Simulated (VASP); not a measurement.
# TiSn3O8 in VASP: notebook

Runs on TiSn3O8. Level: PBE. Tasks: single point.

All numbers are computed with VASP 6.6.1; they aren't measurements. Logs are shortened: lines on timing, memory, paths and dates and some standing lists are left out, and cuts for length are marked.

### 1 The cell of the first run

The structure is orthorhombic, space group Immm (No. 71). The conventional cell has a = 6.355 Å, b = 6.757 Å, c = 6.767 Å, α = 90.00°, β = 90.00°, γ = 90.00°. Ti (site symmetry mmm) has 6 O at 1.98 to 2.03 Å within 2.6 Å. Within 2.7 Å of Sn (site symmetry 2mm) lie 6 O at 2.07 to 2.10 Å. Sn (site symmetry mmm) has 6 O at 2.05 to 2.10 Å within 2.7 Å. Within 2.6 Å of O (site symmetry m) lie 1 Ti at 1.98 Å and 2 Sn at 2.10 Å and 1 O at 2.56 Å. O (site symmetry m2m) has 1 Ti at 2.03 Å and 2 Sn at 2.08 Å and 11 O at 2.71 to 3.18 Å within 3.2 Å. O (site symmetry m2m) has 3 Sn at 2.05 to 2.07 Å and 1 O at 2.65 Å within 2.7 Å.

### 2 Single point, PBE

INCAR

```
ALGO     = Normal         # electronic algorithm
EDIFF    = 1E-7           # SCF threshold, eV
ENCUT    = 520            # plane-wave cutoff, eV
GGA      = PE             # functional
ISIF     = 2              # what is computed and relaxed
ISMEAR   = 0              # smearing method
LASPH    = T              # aspherical terms in the spheres
LCHARG   = T              # write CHGCAR
LELF     = T              # ELF
LREAL    = F              # projectors in reciprocal space
LVHAR    = T            
LWAVE    = F              # write WAVECAR
NBANDS   = 63             # bands
NELM     = 80             # most SCF steps
PREC     = Accurate       # precision mode
SIGMA    = 0.1            # smearing width, eV
```

KPOINTS

```
k-points
0
Gamma
  4 4 4
```

POSCAR

```
TiSn3O8
1.0
   -3.1774331548     -3.3783829540      3.3837134988
   -3.1774331548      3.3783829540     -3.3837134988
    3.1774331548     -3.3783829540     -3.3837134988
Ti Sn O
1 3 8
Direct
    1.0000000000      0.5000000000      0.5000000000
    0.2511759191      0.2511759191      0.0000000000
    0.7488240809      0.7488240809      0.0000000000
    0.5000000000      0.0000000000      0.5000000000
    0.2378142559      0.5483634762      0.3105492203
    0.7621857441      0.0727349643      0.3105492203
    0.7002702975      0.5000000000      0.2002702975
    0.1960095815      1.0000000000      0.1960095815
    0.2378142559      0.9272650357      0.6894507797
    0.7621857441      0.4516365238      0.6894507797
    0.2997297025      0.5000000000      0.7997297025
    0.8039904185      0.0000000000      0.8039904185
```

Potentials or basis: VASP PAW PBE potentials, release 64 (Ti_sv, Sn_d, O).

Run with:

```sh
$ cat potpaw_PBE.64/Ti_sv/POTCAR potpaw_PBE.64/Sn_d/POTCAR potpaw_PBE.64/O/POTCAR > POTCAR
$ mpirun -np 1 vasp_std > vasp.out
```

OUTCAR:

```text
EDIFF = 1E-7
   ENCUT = 520
   GGA = PE
   ISIF = 2
   ISMEAR = 0
   LASPH = T
   LREAL = F
   NELM = 80
   PREC = Accurate

 ion  position               nearest neighbor table
   1  0.000  0.500  0.500-   5 1.98  10 1.98   9 1.98   6 1.98   7 2.03  11 2.03   4 3.18   4 3.18

   2  0.251  0.251  0.000-   8 2.07  12 2.07  11 2.08   7 2.08   9 2.10   5 2.10   3 3.16   3 3.19
                             4 3.73   4 3.73   4 3.74   4 3.74
   3  0.749  0.749  0.000-   8 2.07  12 2.07   7 2.08  11 2.08   6 2.10  10 2.10   2 3.16   2 3.19
                             4 3.73   4 3.73   4 3.74   4 3.74
   4  0.500  0.000  0.500-   8 2.05  12 2.05   9 2.10   6 2.10  10 2.10   5 2.10   1 3.18   1 3.18
                             3 3.73   2 3.73   2 3.73   3 3.73   2 3.74   3 3.74   3 3.74   2 3.74
   5  0.238  0.548  0.311-   1 1.98   4 2.10   2 2.10
   6  0.762  0.073  0.311-   1 1.98   4 2.10   3 2.10
   7  0.700  0.500  0.200-   1 2.03   3 2.08   2 2.08
   8  0.196  0.000  0.196-   4 2.05   3 2.07   2 2.07
   9  0.238  0.927  0.689-   1 1.98   4 2.10   2 2.10
  10  0.762  0.452  0.689-   1 1.98   4 2.10   3 2.10
  11  0.300  0.500  0.800-   1 2.03   2 2.08   3 2.08
  12  0.804  0.000  0.804-   4 2.05   3 2.07   2 2.07

  LATTYP: Found a body centered orthorhombic cell.
 ALAT       =     6.3548663096
 B/A-ratio  =     1.0632428093
 C/A-ratio  =     1.0649204354

  Lattice vectors:

 A1 = (   3.1774331548,  -3.3783829540,   3.3837134988)
 A2 = (  -3.1774331548,   3.3783829540,   3.3837134988)
 A3 = (  -3.1774331548,  -3.3783829540,  -3.3837134988)

Analysis of symmetry for initial positions (statically):
=====================================================================
 Subroutine PRICEL returns:
 Original cell was already a primitive cell.

 Routine SETGRP: Setting up the symmetry group for a
 body centered orthorhombic supercell.

 Subroutine GETGRP returns: Found  8 space group operations
 (whereof  8 operations were pure point group operations)
 out of a pool of  8 trial point group operations.

The static configuration has the point symmetry D_2h.

Analysis of symmetry for dynamics (positions and initial velocities):
=====================================================================
 Subroutine PRICEL returns:
 Original cell was already a primitive cell.

 Routine SETGRP: Setting up the symmetry group for a
 body centered orthorhombic supercell.

 Subroutine GETGRP returns: Found  8 space group operations
 (whereof  8 operations were pure point group operations)
 out of a pool of  8 trial point group operations.

The dynamic configuration has the point symmetry D_2h.

 Subroutine INISYM returns: Found  8 space group operations
 (whereof  8 operations are pure point group operations),
 and found     1 'primitive' translations

----------------------------------------------------------------------------------------

                                     Primitive cell

  volume of cell :     145.2911

  direct lattice vectors                    reciprocal lattice vectors
    -3.177433155 -3.378382954  3.383713499    -0.157359723 -0.147999800  0.000000000
    -3.177433155  3.378382954 -3.383713499    -0.157359723  0.000000000 -0.147766648
     3.177433155 -3.378382954 -3.383713499     0.000000000 -0.147999800 -0.147766648

  length of vectors
     5.740999031  5.740999031  5.740999031     0.216023200  0.215863532  0.209138525

  position of ions in fractional coordinates (direct lattice)
     0.000000000  0.500000000  0.500000000
     0.251175919  0.251175919  0.000000000
     0.748824081  0.748824081  0.000000000
     0.500000000  0.000000000  0.500000000
     0.237814256  0.548363476  0.310549220
     0.762185744  0.072734964  0.310549220
     0.700270297  0.500000000  0.200270297
     0.196009582  0.000000000  0.196009582
     0.237814256  0.927265036  0.689450780
     0.762185744  0.451636524  0.689450780
     0.299729703  0.500000000  0.799729703
     0.803990418  0.000000000  0.803990418

  ion indices of the primitive-cell ions
   primitive index   ion index
                 1           1
                 2           2
                 3           3
                 4           4
                 5           5
                 6           6
                 7           7
                 8           8
                 9           9
                10          10
                11          11
                12          12

----------------------------------------------------------------------------------------

 KPOINTS: k-points

Automatic generation of k-mesh.
 Grid dimensions read from file:
 generate k-points for:    4    4    4

 Generating k-lattice:

  Cartesian coordinates                     Fractional coordinates (reciprocal lattice)
    -0.039339931 -0.036999950  0.000000000     0.250000000  0.000000000 -0.000000000
    -0.039339931  0.000000000 -0.036941662     0.000000000  0.250000000  0.000000000
     0.000000000 -0.036999950 -0.036941662    -0.000000000  0.000000000  0.250000000

  Length of vectors
     0.054005800  0.053965883  0.052284631

  Shift w.r.t. Gamma in fractional coordinates (k-lattice)
     0.000000000  0.000000000  0.000000000

 Subroutine IBZKPT returns following result:
 ===========================================

 Found     18 irreducible k-points:

 Following reciprocal coordinates:
            Coordinates               Weight
  0.000000  0.000000  0.000000      1.000000
  0.250000  0.000000  0.000000      4.000000
  0.500000  0.000000  0.000000      2.000000
 -0.000000  0.250000  0.000000      4.000000
  0.250000  0.250000  0.000000      8.000000
  0.500000  0.250000  0.000000      8.000000
[... 10 lines left out ...]
 -0.250000 -0.250000  0.250000      2.000000
  0.500000  0.500000  0.500000      1.000000
   k-points           NKPTS =     18   k-points in BZ     NKDIM =     18   number of bands    NBANDS=     63
   number of dos      NEDOS =    301   number of ions     NIONS =     12
   total plane-waves  NPLWV = 110592
   dimension x,y,z NGX =    48 NGY =   48 NGZ =   48
   dimension x,y,z NGXF=    96 NGYF=   96 NGZF=   96
   ions per type =               1   3   8
   NGX,Y,Z   is equivalent  to a cutoff of  13.90, 13.90, 13.90 a.u.
   NGXF,Y,Z  is equivalent  to a cutoff of  27.80, 27.80, 27.80 a.u.
 SYSTEM =  unknown system
   PREC   = accura    normal or accurate (medium, high low for compatibility)
   ISTART =      0    job   : 0-new  1-cont  2-samecut
   ICHARG =      2    charge: 1-file 2-atom 10-const
   ISPIN  =      1    spin polarized calculation?
   LNONCOLLINEAR =      F non collinear calculations
   LSORBIT =      F    spin-orbit coupling
   LASPH  =      T    aspherical Exc in radial PAW
   ENCUT  =  520.0 eV  38.22 Ry    6.18 a.u.  10.67 10.67 10.67*2*pi/ulx,y,z
   NELM   =     80;   NELMIN=  2; NELMDL= -5     # of ELM steps
   EDIFF  = 0.1E-06   stopping-criterion for ELM
   LREAL  =      F    real-space projection
   EDIFFG = 0.1E-05   stopping-criterion for IOM
   NSW    =      0    number of steps for IOM
   IBRION =     -1    ionic relax: 0-MD 1-quasi-New 2-CG
   NFREE  =      0    steps in history (QN), initial steepest desc. (CG)
   ISIF   =      2    stress and relaxation
   ISYM   =      2    0-nonsym 1-usesym 2-fastsym
   POTIM  = 0.5000    time-step for ionic-motion
   TEBEG  =    0.0;   TEEND  =   0.0 temperature during run
   PSTRESS=    0.0 pullay stress
   NELECT =     102.0000    total number of electrons
   NUPDOWN=      -1.0000    fix difference up-down
   EMIN   =  10.00;   EMAX   =-10.00  energy-range for DOS
   EFERMI =   0.00;   METHOD = LEGACY
   ISMEAR =     0;   SIGMA  =   0.10  broadening in eV -4-tet -1-fermi 0-gaus
   EFERMI_NEDOS =   21; number of points for ismear=-14 and -15
   IALGO  =     38    algorithm
   IMIX   =      4    mixing-type and parameters
     AMIX     =   0.40;   BMIX     =  1.00
     AMIX_MAG =   1.60;   BMIX_MAG =  1.00
  volume/ion in A,a.u.               =      12.11        81.71
  Fermi-wavevector in a.u.,A,eV,Ry     =   1.454996  2.749545 28.803733  2.117015
  Thomas-Fermi vector in A             =   2.572082
   LORBIT       =      0    0 simple, 1 ext, 2 COOP (PROOUT), +10 PAW based schemes
   GGA     = PE    functional components
   LHFCALC =     F    Hartree Fock is set to
   AEXX    =    0.0000 exact exchange contribution
   IVDW    =     0    specifies the selected vdW correction
   LEPSILON=     F    determine dielectric tensor
   LRPA    =     F    only Hartree local field effects (RPA)
 non-spin polarized calculation
 Gauss-broadening in eV      SIGMA  =   0.10
  energy-cutoff  :      520.00
  volume of cell :      145.29
 maximum number of plane-waves:      3947
 NGX is ok and might be reduce to    48
   NGX = 21   NGY = 21   NGZ = 21

 number of electron     101.9999987 magnetization

 Free energy of the ion-electron system (eV)
  ---------------------------------------------------
  ext. energy  EPLUGINS =         0.00000000
  ---------------------------------------------------
  free energy    TOTEN  =       -82.51499568 eV

  energy without entropy =      -82.51499568  energy(sigma->0) =      -82.51499568

 E-fermi :   5.7773     XC(G=0): -11.0413

 val. band max:        5.3487462846   @ k =   0.0000   0.0000   0.0000
 cond. band min:       7.0579375863   @ k =   0.0000   0.0000   0.0000
 fundamental gap:      1.7091913017
 Fermi energy:         5.7773075799

 k-point     1 :       0.0000    0.0000    0.0000
  band No.  band energies     occupation
      1     -51.6763      2.00000
      2     -27.9510      2.00000
      3     -27.9041      2.00000
      4     -27.8046      2.00000
      5     -15.6561      2.00000
      6     -15.5901      2.00000
[... 55 lines left out ...]
     62      14.1694      0.00000
     63      14.3253      0.00000

 k-point     2 :       0.2500    0.0000    0.0000
  band No.  band energies     occupation
      1     -51.6763      2.00000
      2     -27.9514      2.00000
      3     -27.9042      2.00000
      4     -27.8047      2.00000
      5     -15.6515      2.00000
      6     -15.4574      2.00000
[... 1111 lines left out ...]
     62      14.9041      0.00000
     63      15.4326      0.00000

------------------------ aborting loop because EDIFF is reached ----------------------------------------

  FORCE on cell =-STRESS in cart. coord.  units (eV):
  Direction    XX          YY          ZZ          XY          YZ          ZX
  --------------------------------------------------------------------------------------
  -------------------------------------------------------------------------------------
  Total        0.7240062      0.4789048      0.4655484      0.0000000      0.0000000      0.0000000
  in kB        7.9838797      5.2810570      5.1337713      0.0000000      0.0000000      0.0000000
  external PRESSURE =       6.1329026 kB  Pullay stress =       0.0000000 kB

 VOLUME and BASIS-vectors are now :
 -----------------------------------------------------------------------------
  energy-cutoff  :      520.00
  volume of cell :      145.29
      direct lattice vectors                 reciprocal lattice vectors
    -3.177433155 -3.378382954  3.383713499    -0.157359723 -0.147999800  0.000000000
    -3.177433155  3.378382954 -3.383713499    -0.157359723  0.000000000 -0.147766648
     3.177433155 -3.378382954 -3.383713499     0.000000000 -0.147999800 -0.147766648

 POSITION                                       TOTAL-FORCE (eV/Angst)
 -----------------------------------------------------------------------------------
      0.00000      0.00000     -3.38371         0.000000      0.000000      0.000000
     -1.59619      0.00000      0.00000        -0.001436      0.000000      0.000000
     -4.75868      0.00000      0.00000         0.001436      0.000000     -0.000000
      0.00000     -3.37838      0.00000         0.000000      0.000000      0.000000
     -1.51128      0.00000     -2.10162         0.004163      0.000000      0.014266
     -1.66616     -3.37838      1.28209        -0.004163      0.000000      0.014266
     -3.17743     -1.35318      0.00000         0.000000     -0.023217      0.000000
      0.00000     -1.32439      0.00000         0.000000     -0.015504      0.000000
     -1.51128      0.00000     -4.66581         0.004163      0.000000     -0.014266
     -1.66616     -3.37838     -1.28209        -0.004163      0.000000     -0.014266
      0.00000     -2.02520     -3.38371         0.000000      0.023217      0.000000
      0.00000     -5.43238      0.00000        -0.000000      0.015504      0.000000
 -----------------------------------------------------------------------------------
    total drift:                               -0.000000      0.000000      0.000000

  FREE ENERGIE OF THE ION-ELECTRON SYSTEM (eV)
  ---------------------------------------------------
  free  energy   TOTEN  =       -82.5149956795 eV

  energy  without entropy=      -82.5149956795  energy(sigma->0) =      -82.51499568
```

Wall time 3.7 min (1 thread of Intel Xeon Platinum 8488C (Sapphire Rapids), shared host); peak memory 0.38 GiB.

What came out:

* Free energy: -82.5150 eV
* Pressure: 0.6 GPa
* Largest force: 0.023 eV/Å
* Band gap on the k mesh: 1.71 eV

Forces in eV/Å, atoms in the order of the input:
```
Ti   0.000  0.000  0.000
Sn  -0.001  0.000  0.000
Sn   0.001  0.000  0.000
Sn   0.000  0.000  0.000
O    0.004  0.000  0.014
O   -0.004  0.000  0.014
O    0.000 -0.023  0.000
O    0.000 -0.016  0.000
O    0.004  0.000 -0.014
O   -0.004  0.000 -0.014
O    0.000  0.023  0.000
O    0.000  0.016  0.000
```

Stress tensor (GPa, compression positive):
```
0.80 0.00 0.00
0.00 0.53 0.00
0.00 0.00 0.51
```

Caveat: spin-orbit coupling is left out, which moves the levels of the heavy elements. A k mesh can miss the band edges.

### 3 Single point, PBE

INCAR

```
  ALGO = Normal
  EDIFF = 1E-6
  ENCUT = 520
  GGA = PE
  ISIF = 2
  ISMEAR = 0
  LASPH = True
  LCHARG = False
  LREAL = False
  LWAVE = False
  NBANDS = 63
  NELM = 100
  PREC = Accurate
  SIGMA = 0.1
```

KPOINTS is that of step 2.

POSCAR

```
TiSn3O8
1.0
   -3.1774303356     -3.3769417066      3.3820064723
   -3.1773987220      3.3770659578     -3.3818493085
    3.1775404804     -3.3796340379     -3.3846729996
Ti Sn O
1 3 8
Direct
    0.9999892892      0.4999559860      0.4999550051
    0.2511765752      0.2511781752     -0.0000261627
    0.7488144252      0.7488116835     -0.0000085403
    0.4999865444      0.0000236713      0.5000190172
    0.2379586209      0.5483131083      0.3107156478
    0.7623649630      0.0727353969      0.3106986074
    0.7002816761      0.4998707025      0.2001382955
    0.1960487633      0.9997939523      0.1958362212
    0.2376452979      0.9272721842      0.6893292496
    0.7620601558      0.4516970179      0.6893069028
    0.2997295120      0.5001250693      0.7998634416
    0.8039441772      0.0002230527      0.8041723148
```

Potentials or basis: VASP PAW PBE potentials, release 64 (Ti_sv, Sn_d, O).

Run with:

```sh
$ cat potpaw_PBE.64/Ti_sv/POTCAR potpaw_PBE.64/Sn_d/POTCAR potpaw_PBE.64/O/POTCAR > POTCAR
$ mpirun -np 1 vasp_std > vasp.out
```

It took 6.7 min on 1 thread of Intel Xeon Platinum 8488C (Sapphire Rapids), shared host; peak memory 0.47 GiB.

The run converged. Its results:

| Item | Value |
| --- | --- |
| Free energy | -82.5149 eV |
| Pressure | 0.6 GPa |
| Largest force | 0.024 eV/Å |
| Band gap on the k mesh | 1.71 eV |

Forces on the atoms (eV/Å):
```
Ti   0.000  0.000 -0.001
Sn   0.003 -0.001 -0.001
Sn  -0.002  0.000  0.000
Sn   0.000 -0.001  0.000
O    0.001  0.001  0.013
O   -0.002  0.000  0.013
O    0.000 -0.023  0.000
O    0.000 -0.010  0.000
O    0.003  0.000 -0.012
O   -0.002  0.000 -0.012
O    0.000  0.024  0.000
O    0.000  0.010  0.000
```

Stress tensor (GPa, compression positive):
```
 0.81  0.00  0.00
 0.00  0.53 -0.02
 0.00 -0.02  0.55
```

Levels at points of the mesh, in eV from the valence-band top:
```
           k point  band 49  band 50  band 51  band 52  band 53  band 54
(0.00, 0.00, 0.00)    -0.67    -0.66     0.00     1.71     2.22     2.87
(0.50, 0.00, 0.00)    -0.80    -0.64    -0.49     2.30     2.86     2.88
(0.00, 0.50, 0.00)    -0.72    -0.48    -0.47     2.61     2.81     3.16
(0.50, 0.50, 0.00)    -0.81    -0.70    -0.59     2.29     2.81     2.87
(0.00, 0.00, 0.50)    -0.81    -0.70    -0.59     2.29     2.82     2.87
(0.50, 0.00, 0.50)    -0.72    -0.48    -0.47     2.61     2.81     3.16
(0.00, 0.50, 0.50)    -0.80    -0.64    -0.49     2.30     2.86     2.88
(0.50, 0.50, 0.50)    -1.21    -1.16    -0.83     1.82     3.11     3.18
```

Caveat: spin-orbit coupling is left out, which moves the levels of the heavy elements. A k mesh can miss the band edges.
